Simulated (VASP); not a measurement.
# InAs (Fm-3m) in VASP: relaxation of cell and atoms with LDA

Aim: the relaxation of cell and atoms of InAs with LDA.

Program: VASP 6.6.1. These are calculated values, not measurements. Logs are shortened: lines on timing, memory, paths and dates and some standing lists are left out, and cuts for length are marked.

## 1. The cell of the first run

The structure is cubic, space group Fm-3m (No. 225). The conventional cell has a = 5.755 Å, b = 5.755 Å, c = 5.755 Å, α = 90.00°, β = 90.00°, γ = 90.00°. Within 3.8 Å of In (site symmetry m-3m) lie 6 As at 2.88 Å. Within 3.8 Å of As (site symmetry m-3m) lie 6 In at 2.88 Å.

## 2. Relaxation of cell and atoms, LDA

File INCAR:

```
SYSTEM = InAs
PREC = Accurate ; ENCUT = 500
EDIFF = 1E-7 ; ISMEAR = 0
SIGMA = 0.1 ; LREAL = .False.
LASPH = .True. ; NELM = 120
ALGO = Normal ; ISIF = 3
LWAVE = .False. ; LCHARG = .False.
GGA = CA ; IBRION = 2
NSW = 100 ; EDIFFG = -0.005
GGA_COMPAT = .False. ; NELMIN = 4
```

File KPOINTS:

```
regular mesh
0
Gamma
  12 12 12
  0 0 0
```

File POSCAR:

```
InAs
1.0
    0.0000000000      2.8773040000      2.8773040000
    2.8773040000      0.0000000000      2.8773040000
    2.8773040000      2.8773040000      0.0000000000
In As
1 1
Direct
    0.5000000000      0.5000000000      0.5000000000
    0.0000000000      0.0000000000      0.0000000000
```

Potentials or basis: VASP PAW LDA potentials, release 64 (In_d, As).

Launch:

```
$ cat potpaw_LDA.64/In_d/POTCAR potpaw_LDA.64/As/POTCAR > POTCAR
$ mpirun -np 1 vasp_std > vasp.out
```

OUTCAR:

```text
SYSTEM = InAs
   PREC = Accurate
   ENCUT = 500
   EDIFF = 1E-7
   ISMEAR = 0
   LREAL = .False.
   LASPH = .True.
   NELM = 120
   ISIF = 3
   GGA = CA
   IBRION = 2
   NSW = 100
   EDIFFG = -0.005
   NELMIN = 4

 ion  position               nearest neighbor table
   1  0.500  0.500  0.500-   2 2.88   2 2.88   2 2.88   2 2.88   2 2.88   2 2.88
   2  0.000  0.000  0.000-   1 2.88   1 2.88   1 2.88   1 2.88   1 2.88   1 2.88

  LATTYP: Found a face centered cubic cell.
 ALAT       =     5.7546080000

  Lattice vectors:

 A1 = (   0.0000000000,   2.8773040000,   2.8773040000)
 A2 = (   2.8773040000,   0.0000000000,   2.8773040000)
 A3 = (   2.8773040000,   2.8773040000,   0.0000000000)

Analysis of symmetry for initial positions (statically):
=====================================================================
 Subroutine PRICEL returns:
 Original cell was already a primitive cell.

 Routine SETGRP: Setting up the symmetry group for a
 face centered cubic supercell.

 Subroutine GETGRP returns: Found 48 space group operations
 (whereof 48 operations were pure point group operations)
 out of a pool of 48 trial point group operations.

The static configuration has the point symmetry O_h .

Analysis of symmetry for dynamics (positions and initial velocities):
=====================================================================
 Subroutine PRICEL returns:
 Original cell was already a primitive cell.

 Routine SETGRP: Setting up the symmetry group for a
 face centered cubic supercell.

 Subroutine GETGRP returns: Found 48 space group operations
 (whereof 48 operations were pure point group operations)
 out of a pool of 48 trial point group operations.

The dynamic configuration has the point symmetry O_h .

 Subroutine INISYM returns: Found 48 space group operations
 (whereof 48 operations are pure point group operations),
 and found     1 'primitive' translations

----------------------------------------------------------------------------------------

                                     Primitive cell

  volume of cell :      47.6417

  direct lattice vectors                    reciprocal lattice vectors
     0.000000000  2.877304000  2.877304000    -0.173773783  0.173773783  0.173773783
     2.877304000  0.000000000  2.877304000     0.173773783 -0.173773783  0.173773783
     2.877304000  2.877304000  0.000000000     0.173773783  0.173773783 -0.173773783

  length of vectors
     4.069122340  4.069122340  4.069122340     0.300985021  0.300985021  0.300985021

  position of ions in fractional coordinates (direct lattice)
     0.500000000  0.500000000  0.500000000
     0.000000000  0.000000000  0.000000000

  ion indices of the primitive-cell ions
   primitive index   ion index
                 1           1
                 2           2

----------------------------------------------------------------------------------------

 KPOINTS: regular mesh

Automatic generation of k-mesh.
 Grid dimensions read from file:
 generate k-points for:   12   12   12

 Generating k-lattice:

  Cartesian coordinates                     Fractional coordinates (reciprocal lattice)
    -0.014481149  0.014481149  0.014481149     0.083333333  0.000000000  0.000000000
     0.014481149 -0.014481149  0.014481149     0.000000000  0.083333333  0.000000000
     0.014481149  0.014481149 -0.014481149     0.000000000  0.000000000  0.083333333

  Length of vectors
     0.025082085  0.025082085  0.025082085

  Shift w.r.t. Gamma in fractional coordinates (k-lattice)
     0.000000000  0.000000000  0.000000000

 Subroutine IBZKPT returns following result:
 ===========================================

 Found     72 irreducible k-points:

 Following reciprocal coordinates:
            Coordinates               Weight
  0.000000  0.000000  0.000000      1.000000
  0.083333  0.000000  0.000000      8.000000
  0.166667  0.000000  0.000000      8.000000
  0.250000  0.000000  0.000000      8.000000
  0.333333  0.000000  0.000000      8.000000
  0.416667  0.000000  0.000000      8.000000
[... 16 lines left out ...]
  0.500000  0.166667  0.000000     24.000000
 -0.416667  0.166667  0.000000     24.000000
 [... further k-points ...]
   k-points           NKPTS =     72   k-points in BZ     NKDIM =     72   number of bands    NBANDS=     13
   number of dos      NEDOS =    301   number of ions     NIONS =      2
   total plane-waves  NPLWV =  27000
   dimension x,y,z NGX =    30 NGY =   30 NGZ =   30
   dimension x,y,z NGXF=    60 NGYF=   60 NGZF=   60
   ions per type =               1   1
   NGX,Y,Z   is equivalent  to a cutoff of  12.26, 12.26, 12.26 a.u.
   NGXF,Y,Z  is equivalent  to a cutoff of  24.51, 24.51, 24.51 a.u.
 SYSTEM =  InAs
   PREC   = accura    normal or accurate (medium, high low for compatibility)
   ISTART =      0    job   : 0-new  1-cont  2-samecut
   ICHARG =      2    charge: 1-file 2-atom 10-const
   ISPIN  =      1    spin polarized calculation?
   LNONCOLLINEAR =      F non collinear calculations
   LSORBIT =      F    spin-orbit coupling
   LASPH  =      T    aspherical Exc in radial PAW
   ENCUT  =  500.0 eV  36.75 Ry    6.06 a.u.   7.42  7.42  7.42*2*pi/ulx,y,z
   NELM   =    120;   NELMIN=  4; NELMDL= -5     # of ELM steps
   EDIFF  = 0.1E-06   stopping-criterion for ELM
   LREAL  =      F    real-space projection
   EDIFFG = -.5E-02   stopping-criterion for IOM
   NSW    =    100    number of steps for IOM
   IBRION =      2    ionic relax: 0-MD 1-quasi-New 2-CG
   NFREE  =      1    steps in history (QN), initial steepest desc. (CG)
   ISIF   =      3    stress and relaxation
   ISYM   =      2    0-nonsym 1-usesym 2-fastsym
   POTIM  = 0.5000    time-step for ionic-motion
   TEBEG  =    0.0;   TEEND  =   0.0 temperature during run
   PSTRESS=    0.0 pullay stress
   NELECT =      18.0000    total number of electrons
   NUPDOWN=      -1.0000    fix difference up-down
   EMIN   =  10.00;   EMAX   =-10.00  energy-range for DOS
   EFERMI =   0.00;   METHOD = LEGACY
   ISMEAR =     0;   SIGMA  =   0.10  broadening in eV -4-tet -1-fermi 0-gaus
   EFERMI_NEDOS =   21; number of points for ismear=-14 and -15
   IALGO  =     38    algorithm
   IMIX   =      4    mixing-type and parameters
     AMIX     =   0.40;   BMIX     =  1.00
     AMIX_MAG =   1.60;   BMIX_MAG =  1.00
  volume/ion in A,a.u.               =      23.82       160.75
  Fermi-wavevector in a.u.,A,eV,Ry     =   1.183505  2.236499 19.057448  1.400683
  Thomas-Fermi vector in A             =   2.319738
   LORBIT       =      0    0 simple, 1 ext, 2 COOP (PROOUT), +10 PAW based schemes
   GGA     = CA    functional components
   LHFCALC =     F    Hartree Fock is set to
   AEXX    =    0.0000 exact exchange contribution
   IVDW    =     0    specifies the selected vdW correction
   LEPSILON=     F    determine dielectric tensor
   LRPA    =     F    only Hartree local field effects (RPA)
 conjugate gradient relaxation of ions
 non-spin polarized calculation
 Gauss-broadening in eV      SIGMA  =   0.10
  energy-cutoff  :      500.00
  volume of cell :       47.64
 maximum number of plane-waves:      1243
 NGX is ok and might be reduce to    30
   NGX = 15   NGY = 15   NGZ = 15

--------------------------------------- Ionic step        1  -------------------------------------------

 number of electron      18.0000002 magnetization

 Free energy of the ion-electron system (eV)
  ---------------------------------------------------
  ext. energy  EPLUGINS =         0.00000000
  ---------------------------------------------------
  free energy    TOTEN  =        -8.70090759 eV

  energy without entropy =       -8.69343676  energy(sigma->0) =       -8.69717217

------------------------ aborting loop because EDIFF is reached ----------------------------------------

  FORCE on cell =-STRESS in cart. coord.  units (eV):
  Direction    XX          YY          ZZ          XY          YZ          ZX
  --------------------------------------------------------------------------------------
  -------------------------------------------------------------------------------------
  Total       -1.4769995     -1.4769995     -1.4769995     -0.0000000     -0.0000000      0.0000000
  in kB      -49.6710901    -49.6710901    -49.6710901     -0.0000000     -0.0000000      0.0000000
  external PRESSURE =     -49.6710901 kB  Pullay stress =       0.0000000 kB

 VOLUME and BASIS-vectors are now :
 -----------------------------------------------------------------------------
  energy-cutoff  :      500.00
  volume of cell :       47.64
      direct lattice vectors                 reciprocal lattice vectors
     0.000000000  2.877304000  2.877304000    -0.173773783  0.173773783  0.173773783
     2.877304000  0.000000000  2.877304000     0.173773783 -0.173773783  0.173773783
     2.877304000  2.877304000  0.000000000     0.173773783  0.173773783 -0.173773783
[... 37 lines left out ...]
 POSITION                                       TOTAL-FORCE (eV/Angst)
 -----------------------------------------------------------------------------------
      2.77479      2.77479      2.77479         0.000000      0.000000     -0.000000
      5.54959      5.54959      5.54959        -0.000000     -0.000000      0.000000
 -----------------------------------------------------------------------------------
    total drift:                                0.000000      0.000000      0.000000

  FREE ENERGIE OF THE ION-ELECTRON SYSTEM (eV)
  ---------------------------------------------------
  free  energy   TOTEN  =        -8.7508025661 eV

  energy  without entropy=       -8.7435597879  energy(sigma->0) =       -8.74718118

--------------------------------------- Ionic step        3  -------------------------------------------

 number of electron      18.0000002 magnetization

 Free energy of the ion-electron system (eV)
  ---------------------------------------------------
  ext. energy  EPLUGINS =         0.00000000
  ---------------------------------------------------
  free energy    TOTEN  =        -8.76082310 eV

  energy without entropy =       -8.75349094  energy(sigma->0) =       -8.75715702

 E-fermi :   6.6024     XC(G=0): -10.6924

 val. band max:        6.5843721738   @ k =  -0.2500   0.2500   0.0000
 cond. band min:       6.6159478192   @ k =   0.4167   0.2500   0.0000
 fundamental gap:      0.0315756454
 Fermi energy:         6.6024158237

 k-point     1 :       0.0000    0.0000    0.0000
  band No.  band energies     occupation
      1      -7.6908      2.00000
      2      -7.6908      2.00000
      3      -7.6632      2.00000
      4      -7.6632      2.00000
      5      -7.6632      2.00000
      6      -6.0034      2.00000
      7       6.4054      1.99466
      8       6.4192      1.99041
      9       6.4192      1.99041
     10       6.4192      1.99041
     11      13.9747      0.00000
     12      13.9747      0.00000
     13      13.9747      0.00000

 k-point     2 :       0.0833    0.0000    0.0000
  band No.  band energies     occupation
      1      -7.6944      2.00000
      2      -7.6944      2.00000
      3      -7.6635      2.00000
      4      -7.6593      2.00000
      5      -7.6593      2.00000
      6      -5.9201      2.00000
      7       5.0206      2.00000
      8       6.4346      1.98237
      9       6.4346      1.98237
     10       7.6672      0.00000
     11      13.1874      0.00000
[... 339 lines left out ...]
 k-point    24 :      -0.4167    0.1667    0.0000
  band No.  band energies     occupation
      1      -7.8197      2.00000
      2      -7.7406      2.00000
      3      -7.6606      2.00000
      4      -7.6107      2.00000
      5      -7.5900      2.00000
      6      -3.7976      2.00000
      7       0.0681      2.00000
      8       4.5914      2.00000
      9       6.2097      2.00000
     10       8.2828      0.00000
     11      10.9461      0.00000
     12      11.0324      0.00000
     13      13.9824      0.00000

 [... further k-points ...]

------------------------ aborting loop because EDIFF is reached ----------------------------------------

  FORCE on cell =-STRESS in cart. coord.  units (eV):
  Direction    XX          YY          ZZ          XY          YZ          ZX
  --------------------------------------------------------------------------------------
  -------------------------------------------------------------------------------------
  Total       -0.0018826     -0.0018826     -0.0018826      0.0000000      0.0000000     -0.0000000
  in kB       -0.0684721     -0.0684721     -0.0684721      0.0000000      0.0000000     -0.0000000
  external PRESSURE =      -0.0684721 kB  Pullay stress =       0.0000000 kB

 VOLUME and BASIS-vectors are now :
 -----------------------------------------------------------------------------
  energy-cutoff  :      500.00
  volume of cell :       44.05
      direct lattice vectors                 reciprocal lattice vectors
     0.000000000  2.803134736  2.803134736    -0.178371733  0.178371733  0.178371733
     2.803134736 -0.000000000  2.803134736     0.178371733 -0.178371733  0.178371733
     2.803134736  2.803134736 -0.000000000     0.178371733  0.178371733 -0.178371733

 POSITION                                       TOTAL-FORCE (eV/Angst)
 -----------------------------------------------------------------------------------
      2.80313      2.80313      2.80313         0.000000     -0.000000      0.000000
      0.00000      0.00000      0.00000        -0.000000      0.000000     -0.000000
 -----------------------------------------------------------------------------------
    total drift:                                0.000000      0.000000      0.000000

  FREE ENERGIE OF THE ION-ELECTRON SYSTEM (eV)
  ---------------------------------------------------
  free  energy   TOTEN  =        -8.7608231000 eV

  energy  without entropy=       -8.7534909359  energy(sigma->0) =       -8.75715702

 reached required accuracy - stopping structural energy minimisation
```

It took 95 s on 1 thread of Intel Xeon 6975P-C, shared host; peak memory 0.19 GiB.

Results:

* Free energy: -8.7608 eV
* Relaxed volume: 22.03 Å³/atom
* Relaxed cell: a = 3.964 Å, b = 3.964 Å, c = 3.964 Å, α = 60.00°, β = 60.00°, γ = 60.00°
* Space group after relaxing (to 0.05 Å): Fm-3m (No. 225)
* Energy gained by relaxing: 30.0 meV/atom
* Ionic steps: 3
* Pressure after relaxing: 0.0 GPa
* Band gap on the k mesh: zero (band 9 reaches 7.09 eV, above the bottom of band 10 at 4.19 eV)

Step by step:
```csv
step,energy change (eV),largest force (eV/Å),pressure (GPa),volume (Å³)
1,0.0000,0.0000,-4.97,47.64
2,-0.0499,0.0000,2.50,42.73
3,-0.0599,0.0000,-0.01,44.05
```

Final structure:
```yaml
crystal:
  lattice:
    - [0.00000, 2.80313, 2.80313]
    - [2.80313, 0.00000, 2.80313]
    - [2.80313, 2.80313, 0.00000]
  atoms:
    - { symbol: In, position: [0.50000, 0.50000, 0.50000] }
    - { symbol: As, position: [0.00000, 0.00000, 0.00000] }
```

Levels at points of the mesh, in eV from the Fermi level:
```
           k point  band 6  band 7  band 8  band 9  band 10  band 11  band 12  band 13
(0.00, 0.00, 0.00)  -12.61   -0.20   -0.18   -0.18    -0.18     7.37     7.37     7.37
(0.50, 0.00, 0.00)  -10.69   -6.91    0.30    0.30     2.20     3.30     3.30     4.89
(0.50, 0.50, 0.00)   -9.58   -5.11   -2.93   -2.42    -2.42     3.85     9.76     9.76
```

Caveat: spin-orbit coupling is left out, which moves the levels of the heavy elements.
